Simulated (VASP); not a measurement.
# GaH3 (P6/mmm) in VASP: a series of runs

GaH3 is run at these levels: PBE; tasks: single point, relaxation of cell and atoms.

Program: VASP 6.6.1. These are calculated values, not measurements. Logs are shortened: lines on timing, memory, paths and dates and some standing lists are left out, and cuts for length are marked.

## Step 1: The cell of the first run

It takes space group P6/mmm (No. 191, hexagonal). The conventional cell has a = 6.754 Å, b = 6.754 Å, c = 3.498 Å, α = 90.00°, β = 90.00°, γ = 120.00°. Within 2.3 Å of Ga (site symmetry mmm) lie 6 H at 1.75 Å. H (site symmetry mmm) has 2 Ga at 1.75 Å within 2.3 Å. Within 2.3 Å of H (site symmetry mm2) lie 2 Ga at 1.75 Å.

## Step 2: Single point, PBE

Input file INCAR:

```
SYSTEM = GaH3
  ALGO = Normal
  EDIFF = 1E-7
  ENCUT = 520
  GGA = PE
  ISIF = 2
  ISMEAR = 0
  LASPH = .True.
  LCHARG = .True.
  LELF = .True.
  LREAL = .False.
  LVHAR = .True.
  LWAVE = .False.
  NBANDS = 36
  NELM = 100
  PREC = Accurate
  SIGMA = 0.1
```

Input file KPOINTS:

```
k-points
0
Gamma
  3 3 6
  0 0 0
```

Input file POSCAR:

```
GaH3
1.0
    6.7542674239      0.0000000000      0.0000000000
   -3.3771337120      5.8493671731      0.0000000000
    0.0000000000      0.0000000000      3.4983053186
Ga H
3 9
Direct
    0.5000000000      0.0000000000      0.0000000000
    0.5000000000      0.5000000000      0.0000000000
    0.0000000000      0.5000000000      0.0000000000
    0.5000000000      0.0000000000      0.5000000000
    0.5782248919      0.7891124459      0.0000000000
    0.4217751081      0.2108875541      0.0000000000
    0.2108875541      0.7891124459      0.0000000000
    0.7891124459      0.2108875541      0.0000000000
    0.5000000000      0.5000000000      0.5000000000
    0.2108875541      0.4217751081      0.0000000000
    0.7891124459      0.5782248919      0.0000000000
    0.0000000000      0.5000000000      0.5000000000
```

Potentials or basis: VASP PAW PBE potentials, release 64 (Ga_d, H).

Launch:

```
$ cat potpaw_PBE.64/Ga_d/POTCAR potpaw_PBE.64/H/POTCAR > POTCAR
$ mpirun -np 1 vasp_std > vasp.out
```

OUTCAR:

```text
SYSTEM = GaH3
   EDIFF = 1E-7
   ENCUT = 520
   GGA = PE
   ISIF = 2
   ISMEAR = 0
   LASPH = .True.
   LREAL = .False.
   NELM = 100
   PREC = Accurate

 ion  position               nearest neighbor table
   1  0.500  0.000  0.000-   4 1.75   4 1.75   8 1.75   7 1.75   6 1.75   5 1.75
   2  0.500  0.500  0.000-   9 1.75   9 1.75  11 1.75  10 1.75   5 1.75   6 1.75
   3  0.000  0.500  0.000-  12 1.75  12 1.75   7 1.75   8 1.75  10 1.75  11 1.75
   4  0.500  0.000  0.500-   1 1.75   1 1.75
   5  0.578  0.789  0.000-   2 1.75   1 1.75
   6  0.422  0.211  0.000-   2 1.75   1 1.75
   7  0.211  0.789  0.000-   1 1.75   3 1.75
   8  0.789  0.211  0.000-   1 1.75   3 1.75
   9  0.500  0.500  0.500-   2 1.75   2 1.75
  10  0.211  0.422  0.000-   2 1.75   3 1.75
  11  0.789  0.578  0.000-   2 1.75   3 1.75
  12  0.000  0.500  0.500-   3 1.75   3 1.75

  LATTYP: Found a hexagonal cell.
 ALAT       =     6.7542674239
 C/A-ratio  =     0.5179400073

  Lattice vectors:

 A1 = (   6.7542674239,   0.0000000000,   0.0000000000)
 A2 = (  -3.3771337120,   5.8493671731,   0.0000000000)
 A3 = (   0.0000000000,   0.0000000000,   3.4983053186)

Analysis of symmetry for initial positions (statically):
=====================================================================
 Subroutine PRICEL returns:
 Original cell was already a primitive cell.

 Routine SETGRP: Setting up the symmetry group for a
 hexagonal supercell.

 Subroutine GETGRP returns: Found 24 space group operations
 (whereof 24 operations were pure point group operations)
 out of a pool of 24 trial point group operations.

The static configuration has the point symmetry D_6h.

Analysis of symmetry for dynamics (positions and initial velocities):
=====================================================================
 Subroutine PRICEL returns:
 Original cell was already a primitive cell.

 Routine SETGRP: Setting up the symmetry group for a
 hexagonal supercell.

 Subroutine GETGRP returns: Found 24 space group operations
 (whereof 24 operations were pure point group operations)
 out of a pool of 24 trial point group operations.

The dynamic configuration has the point symmetry D_6h.

 Subroutine INISYM returns: Found 24 space group operations
 (whereof 24 operations are pure point group operations),
 and found     1 'primitive' translations

----------------------------------------------------------------------------------------

                                     Primitive cell

  volume of cell :     138.2117

  direct lattice vectors                    reciprocal lattice vectors
     6.754267424  0.000000000  0.000000000     0.148054546  0.085479332  0.000000000
    -3.377133712  5.849367173  0.000000000     0.000000000  0.170958664  0.000000000
     0.000000000  0.000000000  3.498305319     0.000000000  0.000000000  0.285852694

  length of vectors
     6.754267424  6.754267424  3.498305319     0.170958664  0.170958664  0.285852694

  position of ions in fractional coordinates (direct lattice)
     0.500000000  0.000000000  0.000000000
     0.500000000  0.500000000  0.000000000
     0.000000000  0.500000000  0.000000000
     0.500000000  0.000000000  0.500000000
     0.578224892  0.789112446  0.000000000
     0.421775108  0.210887554  0.000000000
     0.210887554  0.789112446  0.000000000
     0.789112446  0.210887554  0.000000000
     0.500000000  0.500000000  0.500000000
     0.210887554  0.421775108  0.000000000
     0.789112446  0.578224892  0.000000000
     0.000000000  0.500000000  0.500000000

  ion indices of the primitive-cell ions
   primitive index   ion index
                 1           1
                 2           2
                 3           3
                 4           4
                 5           5
                 6           6
                 7           7
                 8           8
                 9           9
                10          10
                11          11
                12          12

----------------------------------------------------------------------------------------

 KPOINTS: k-points

Automatic generation of k-mesh.
 Grid dimensions read from file:
 generate k-points for:    3    3    6

 Generating k-lattice:

  Cartesian coordinates                     Fractional coordinates (reciprocal lattice)
     0.049351515  0.028493111  0.000000000     0.333333333  0.000000000  0.000000000
     0.000000000  0.056986221  0.000000000     0.000000000  0.333333333  0.000000000
     0.000000000  0.000000000  0.047642116     0.000000000  0.000000000  0.166666667

  Length of vectors
     0.056986221  0.056986221  0.047642116

  Shift w.r.t. Gamma in fractional coordinates (k-lattice)
     0.000000000  0.000000000  0.000000000

 Subroutine IBZKPT returns following result:
 ===========================================

 Found     12 irreducible k-points:

 Following reciprocal coordinates:
            Coordinates               Weight
  0.000000  0.000000  0.000000      1.000000
  0.333333 -0.000000  0.000000      6.000000
  0.333333  0.333333  0.000000      2.000000
  0.000000  0.000000  0.166667      2.000000
  0.333333 -0.000000  0.166667     12.000000
  0.333333  0.333333  0.166667      4.000000
  0.000000  0.000000  0.333333      2.000000
  0.333333 -0.000000  0.333333     12.000000
  0.333333  0.333333  0.333333      4.000000
  0.000000  0.000000  0.500000      1.000000
  0.333333 -0.000000  0.500000      6.000000
  0.333333  0.333333  0.500000      2.000000
   k-points           NKPTS =     12   k-points in BZ     NKDIM =     12   number of bands    NBANDS=     36
   number of dos      NEDOS =    301   number of ions     NIONS =     12
   total plane-waves  NPLWV =  70000
   dimension x,y,z NGX =    50 NGY =   50 NGZ =   28
   dimension x,y,z NGXF=   100 NGYF=  100 NGZF=   56
   ions per type =               3   9
   NGX,Y,Z   is equivalent  to a cutoff of  12.31, 12.31, 13.31 a.u.
   NGXF,Y,Z  is equivalent  to a cutoff of  24.61, 24.61, 26.61 a.u.
 SYSTEM =  GaH3
   PREC   = accura    normal or accurate (medium, high low for compatibility)
   ISTART =      0    job   : 0-new  1-cont  2-samecut
   ICHARG =      2    charge: 1-file 2-atom 10-const
   ISPIN  =      1    spin polarized calculation?
   LNONCOLLINEAR =      F non collinear calculations
   LSORBIT =      F    spin-orbit coupling
   LASPH  =      T    aspherical Exc in radial PAW
   ENCUT  =  520.0 eV  38.22 Ry    6.18 a.u.  12.56 12.56  6.50*2*pi/ulx,y,z
   NELM   =    100;   NELMIN=  2; NELMDL= -5     # of ELM steps
   EDIFF  = 0.1E-06   stopping-criterion for ELM
   LREAL  =      F    real-space projection
   EDIFFG = 0.1E-05   stopping-criterion for IOM
   NSW    =      0    number of steps for IOM
   IBRION =     -1    ionic relax: 0-MD 1-quasi-New 2-CG
   NFREE  =      0    steps in history (QN), initial steepest desc. (CG)
   ISIF   =      2    stress and relaxation
   ISYM   =      2    0-nonsym 1-usesym 2-fastsym
   POTIM  = 0.5000    time-step for ionic-motion
   TEBEG  =    0.0;   TEEND  =   0.0 temperature during run
   PSTRESS=    0.0 pullay stress
   NELECT =      48.0000    total number of electrons
   NUPDOWN=      -1.0000    fix difference up-down
   EMIN   =  10.00;   EMAX   =-10.00  energy-range for DOS
   EFERMI =   0.00;   METHOD = LEGACY
   ISMEAR =     0;   SIGMA  =   0.10  broadening in eV -4-tet -1-fermi 0-gaus
   EFERMI_NEDOS =   21; number of points for ismear=-14 and -15
   IALGO  =     38    algorithm
   IMIX   =      4    mixing-type and parameters
     AMIX     =   0.40;   BMIX     =  1.00
     AMIX_MAG =   1.60;   BMIX_MAG =  1.00
  volume/ion in A,a.u.               =      11.52        77.72
  Fermi-wavevector in a.u.,A,eV,Ry     =   1.150731  2.174565 18.016572  1.324181
  Thomas-Fermi vector in A             =   2.287393
   LORBIT       =      0    0 simple, 1 ext, 2 COOP (PROOUT), +10 PAW based schemes
   GGA     = PE    functional components
   LHFCALC =     F    Hartree Fock is set to
   AEXX    =    0.0000 exact exchange contribution
   IVDW    =     0    specifies the selected vdW correction
   LEPSILON=     F    determine dielectric tensor
   LRPA    =     F    only Hartree local field effects (RPA)
 non-spin polarized calculation
 Gauss-broadening in eV      SIGMA  =   0.10
  energy-cutoff  :      520.00
  volume of cell :      138.21
 maximum number of plane-waves:      3751
 NGX is ok and might be reduce to    50
   NGX = 25   NGY = 25   NGZ = 13

 number of electron      47.9999986 magnetization

 Free energy of the ion-electron system (eV)
  ---------------------------------------------------
  ext. energy  EPLUGINS =         0.00000000
  ---------------------------------------------------
  free energy    TOTEN  =       -36.24109371 eV

  energy without entropy =      -36.23492205  energy(sigma->0) =      -36.23800788

 E-fermi :   0.3150     XC(G=0):  -7.8119

 val. band max:        0.1934100114   @ k =   0.0000   0.0000   0.0000
 cond. band min:       0.3449883877   @ k =   0.3333  -0.0000   0.0000
 fundamental gap:      0.1515783763
 Fermi energy:         0.3150318837

 k-point     1 :       0.0000    0.0000    0.0000
  band No.  band energies     occupation
      1     -14.5440      2.00000
      2     -14.5435      2.00000
      3     -14.5435      2.00000
      4     -14.4304      2.00000
      5     -14.4304      2.00000
      6     -14.2975      2.00000
[... 28 lines left out ...]
     35       9.2426      0.00000
     36      10.1000      0.00000

 k-point     2 :       0.3333   -0.0000    0.0000
  band No.  band energies     occupation
      1     -14.5436      2.00000
      2     -14.5142      2.00000
      3     -14.5010      2.00000
      4     -14.4538      2.00000
      5     -14.4276      2.00000
      6     -14.3210      2.00000
[... 382 lines left out ...]
 k-point    12 :       0.3333    0.3333    0.5000
  band No.  band energies     occupation
      1     -14.4885      2.00000
      2     -14.4092      2.00000
      3     -14.4092      2.00000
      4     -14.3187      2.00000
      5     -14.3187      2.00000
      6     -14.2939      2.00000
[... 28 lines left out ...]
     35       8.6611      0.00000
     36       9.7558      0.00000

------------------------ aborting loop because EDIFF is reached ----------------------------------------

  FORCE on cell =-STRESS in cart. coord.  units (eV):
  Direction    XX          YY          ZZ          XY          YZ          ZX
  --------------------------------------------------------------------------------------
  -------------------------------------------------------------------------------------
  Total       -0.0294572     -0.0294572     -0.0111973      0.0000000     -0.0000000      0.0000000
  in kB       -0.3414732     -0.3414732     -0.1298013      0.0000000     -0.0000000      0.0000000
  external PRESSURE =      -0.2709159 kB  Pullay stress =       0.0000000 kB

 VOLUME and BASIS-vectors are now :
 -----------------------------------------------------------------------------
  energy-cutoff  :      520.00
  volume of cell :      138.21
      direct lattice vectors                 reciprocal lattice vectors
     6.754267424  0.000000000  0.000000000     0.148054546  0.085479332  0.000000000
    -3.377133712  5.849367173  0.000000000     0.000000000  0.170958664  0.000000000
     0.000000000  0.000000000  3.498305319     0.000000000  0.000000000  0.285852694

 POSITION                                       TOTAL-FORCE (eV/Angst)
 -----------------------------------------------------------------------------------
      3.37713      0.00000      0.00000        -0.000000      0.000000     -0.000000
      1.68857      2.92468      0.00000        -0.000000      0.000000     -0.000000
     -1.68857      2.92468      0.00000        -0.000000      0.000000     -0.000000
      3.37713      0.00000      1.74915        -0.000000      0.000000     -0.000000
      1.24055      4.61581      0.00000         0.004423      0.002554     -0.000000
      2.13659      1.23356      0.00000        -0.004423     -0.002554      0.000000
     -1.24055      4.61581      0.00000        -0.004423      0.002554     -0.000000
      4.61768      1.23356      0.00000         0.004423     -0.002554     -0.000000
      1.68857      2.92468      1.74915        -0.000000      0.000000     -0.000000
      0.00000      2.46712      0.00000         0.000000     -0.005107      0.000000
      3.37713      3.38225      0.00000        -0.000000      0.005107     -0.000000
     -1.68857      2.92468      1.74915        -0.000000      0.000000     -0.000000
 -----------------------------------------------------------------------------------
    total drift:                               -0.000000      0.000000     -0.000000

  FREE ENERGIE OF THE ION-ELECTRON SYSTEM (eV)
  ---------------------------------------------------
  free  energy   TOTEN  =       -36.2410937146 eV

  energy  without entropy=      -36.2349220460  energy(sigma->0) =      -36.23800788
```

Run time: 90 s. Hardware: 1 thread of Oxide Virtual Turin-like, shared host; peak memory 0.22 GiB.

Results:

```yaml
Free_energy: -36.2411 eV
Pressure: 0.0 GPa
Largest_force: 0.005 eV/Å
Band_gap_on_the_k_mesh: zero (band 24 reaches 0.47 eV, above the bottom of band 25 at -0.34 eV)
```

Forces on the atoms (eV/Å):
```
Ga   0.000  0.000  0.000
Ga   0.000  0.000  0.000
Ga   0.000  0.000  0.000
H    0.000  0.000  0.000
H    0.004  0.003  0.000
H   -0.004 -0.003  0.000
H   -0.004  0.003  0.000
H    0.004 -0.003  0.000
H    0.000  0.000  0.000
H    0.000 -0.005  0.000
H    0.000  0.005  0.000
H    0.000  0.000  0.000
```

Levels at points of the mesh, in eV from the Fermi level:
| k point | band 20 | band 21 | band 22 | band 23 | band 24 | band 25 | band 26 | band 27 | band 28 | band 29 |
| --- | --- | --- | --- | --- | --- | --- | --- | --- | --- | --- |
| (0.00, 0.00, 0.00) | -4.93 | -4.93 | -0.12 | 0.15 | 0.15 | 3.71 | 3.82 | 4.16 | 4.97 | 4.97 |
| (0.00, 0.00, 0.50) | -5.01 | -4.40 | -4.40 | -4.37 | -4.37 | 3.12 | 3.12 | 4.19 | 5.18 | 5.25 |

## Step 3: Single point, PBE

This run uses another cell than the first one, of 11.75 Å³/atom, 1.020 times its volume.

Input file INCAR:

```
SYSTEM = GaH3
ALGO = Normal ; EDIFF = 1E-7
ENCUT = 520 ; GGA = PE
ISIF = 2 ; ISMEAR = 0
LASPH = .TRUE. ; LCHARG = .FALSE.
LREAL = .FALSE. ; LWAVE = .FALSE.
NBANDS = 36 ; NELM = 100
PREC = Accurate ; SIGMA = 0.1
```

Input file KPOINTS:

```
k-points
0
G
  3 3 6
  0 0 0
```

Input file POSCAR:

```
GaH3
1.0
    6.8201523000      0.0000000000      0.0000000000
   -3.4100761500      5.9064251500      0.0000000000
    0.0000000000      0.0000000000      3.5002197000
Ga H
3 9
Direct
    0.5000000000      0.0000000000      0.0000000000
    0.5000000000      0.5000000000      0.0000000000
    0.0000000000      0.5000000000      0.0000000000
    0.5000000000      0.0000000000      0.5000000000
    0.5000000000      0.7500000000      0.0000000000
    0.5000000000      0.2500000000      0.0000000000
    0.2500000000      0.7500000000      0.0000000000
    0.7500000000      0.2500000000      0.0000000000
    0.5000000000      0.5000000000      0.5000000000
    0.2500000000      0.5000000000      0.0000000000
    0.7500000000      0.5000000000      0.0000000000
    0.0000000000      0.5000000000      0.5000000000
```

Potentials or basis: VASP PAW PBE potentials, release 64 (Ga_d, H).

Launch:

```
$ cat potpaw_PBE.64/Ga_d/POTCAR potpaw_PBE.64/H/POTCAR > POTCAR
$ mpirun -np 1 vasp_std > vasp.out
```

It took 2 min on 1 thread of Oxide Virtual Turin-like, shared host; peak memory 0.25 GiB.

It converged, with:

```yaml
Free_energy: -34.6220 eV
Pressure: 4.1 GPa
Largest_force: 1.155 eV/Å
Band_gap_on_the_k_mesh: zero (band 24 reaches 1.11 eV, above the bottom of band 25 at 0.64 eV)
```

Forces on the atoms (eV/Å):
```
Ga   0.000  0.000  0.000
Ga   0.000  0.000  0.000
Ga   0.000  0.000  0.000
H    0.000  0.000  0.000
H    1.000  0.577  0.000
H   -1.000 -0.577  0.000
H   -1.000  0.577  0.000
H    1.000 -0.577  0.000
H    0.000  0.000  0.000
H    0.000 -1.155  0.000
H    0.000  1.155  0.000
H    0.000  0.000  0.000
```

Stress tensor (GPa, compression positive):
```
5.72 0.00 0.00
0.00 5.72 0.00
0.00 0.00 0.77
```

Levels at points of the mesh, in eV from the Fermi level:
| k point | band 22 | band 23 | band 24 | band 25 | band 26 | band 27 |
| --- | --- | --- | --- | --- | --- | --- |
| (0.00, 0.00, 0.00) | -1.03 | 0.47 | 0.47 | 3.11 | 3.41 | 3.51 |
| (0.00, 0.00, 0.50) | -4.67 | -3.70 | -3.70 | 3.50 | 3.67 | 3.67 |

Caveat: forces of over 1 eV/Å act on the atoms, so gaps and moduli don't describe the material at rest.

## Step 4: Single point, PBE

Input file INCAR:

```
ALGO = Normal
EDIFF = 1E-7
ENCUT = 520
GGA = PE
ISIF = 2
ISMEAR = 0
LASPH = True
LCHARG = False
LREAL = False
LWAVE = False
NBANDS = 36
NELM = 100
PREC = Accurate
SIGMA = 0.1
```

Input file KPOINTS:

```
k-points
0
Gamma
  6 6 10
```

Input file POSCAR:

```
GaH3
1.0
    6.7551347107      0.0000000000      0.0000000000
   -3.3775673554      5.8501182655      0.0000000000
    0.0000000000      0.0000000000      3.4965687514
Ga H
3 9
Direct
    0.5000000000      0.0000000000      0.0000000000
    0.5000000000      0.5000000000      0.0000000000
    0.0000000000      0.5000000000      0.0000000000
    0.5000000000      0.0000000000      0.5000000000
    0.5777975006      0.7888987503      0.0000000000
    0.4222024994      0.2111012497      0.0000000000
    0.2111012497      0.7888987503      0.0000000000
    0.7888987503      0.2111012497      0.0000000000
    0.5000000000      0.5000000000      0.5000000000
    0.2111012497      0.4222024994      0.0000000000
    0.7888987503      0.5777975006      0.0000000000
    0.0000000000      0.5000000000      0.5000000000
```

Launch:

```
$ cat potpaw_PBE.64/Ga_d/POTCAR potpaw_PBE.64/H/POTCAR > POTCAR
$ mpirun -np 1 vasp_std > vasp.out
```

It took 3.7 min on 1 thread of Oxide Virtual Turin-like, shared host; peak memory 0.3 GiB.

Results (log left out):

* Free energy: -36.1680 eV
* Pressure: -0.1 GPa
* Largest force: 0.004 eV/Å
* Band gap on the k mesh: zero (band 24 reaches 0.49 eV, above the bottom of band 25 at -0.34 eV)

Forces in eV/Å, atoms in the order of the input:
```
Ga   0.000  0.000  0.000
Ga   0.000  0.000  0.000
Ga   0.000  0.000  0.000
H    0.000  0.000  0.000
H    0.004  0.002  0.000
H   -0.004 -0.002  0.000
H   -0.004  0.002  0.000
H    0.004 -0.002  0.000
H    0.000  0.000  0.000
H    0.000 -0.004  0.000
H    0.000  0.004  0.000
H    0.000  0.000  0.000
```

Levels at points of the mesh, in eV from the Fermi level:
```tsv
k point	band 21	band 22	band 23	band 24	band 25	band 26	band 27	band 28
(0.00, 0.00, 0.00)	-4.78	0.04	0.31	0.31	3.85	3.97	4.30	5.10
(0.50, 0.00, 0.00)	-2.48	-2.32	-1.89	0.20	4.13	4.48	4.77	4.92
(0.00, 0.00, 0.50)	-4.24	-4.24	-4.21	-4.21	3.27	3.27	4.34	5.34
(0.50, 0.00, 0.50)	-4.43	-4.26	-2.41	-1.71	0.12	1.24	4.73	5.48
```

(Part 1 of 2 ends here.)
